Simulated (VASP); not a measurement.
Wanted: the native input for a VASP 6.6.1 run.

| Property | Result |
| --- | --- |
| Task | single point |
| Functional | PBEsol |
| Potentials or basis | VASP PAW PBE potentials, release 64 (O) |
| Cutoff | 520 eV |
| k mesh | 18 × 18 × 18 |
| Occupations | fermi-dirac, width 0.08 eV |
| Spin | no spin polarisation |
| Dipole correction | no |
| Further INCAR settings | ALGO = Normal; EDIFF = 1e-06; NBANDS = 9 |

The structure of O lies in POSCAR:

```
O
1.0
    0.0000000000      1.4118875738      1.4118875738
    1.4118875738      0.0000000000      1.4118875738
    1.4118875738      1.4118875738      0.0000000000
O
1
Direct
    0.0000000000      0.0000000000      0.0000000000
```

This cell differs from its parent crystal: volume scaled by 0.75.

One way to write it, as run:

INCAR

```
SYSTEM = O
PREC = Accurate
ENCUT = 520
EDIFF = 1E-6
ISMEAR = -1
SIGMA = 0.08
LREAL = .FALSE.
LASPH = .TRUE.
NELM = 80
ALGO = Normal
ISIF = 2
LWAVE = .FALSE.
LCHARG = .TRUE.
GGA = PS
LELF = .TRUE.
LVHAR = .TRUE.
NBANDS = 9
```

KPOINTS

```
regular mesh
0
G
  18 18 18
  0 0 0
```

Potentials or basis: VASP PAW PBE potentials, release 64 (O).

Run with:

```console
$ cat potpaw_PBE.64/O/POTCAR > POTCAR
$ mpirun -np 1 vasp_std > vasp.out
```

It gave:

The pressure is 94.7 GPa and the band gap on the k mesh is zero (band 3 reaches 10.04 eV, above the bottom of band 4 at 4.24 eV).

Caveat: the PAW data sets were made with another functional, which shifts forces and pressure a little.

Run time: 12 s on 1 thread of AMD EPYC 7R43 64-Core Processor (Zen 3), with other jobs on the host, peak memory 0.08 GiB.
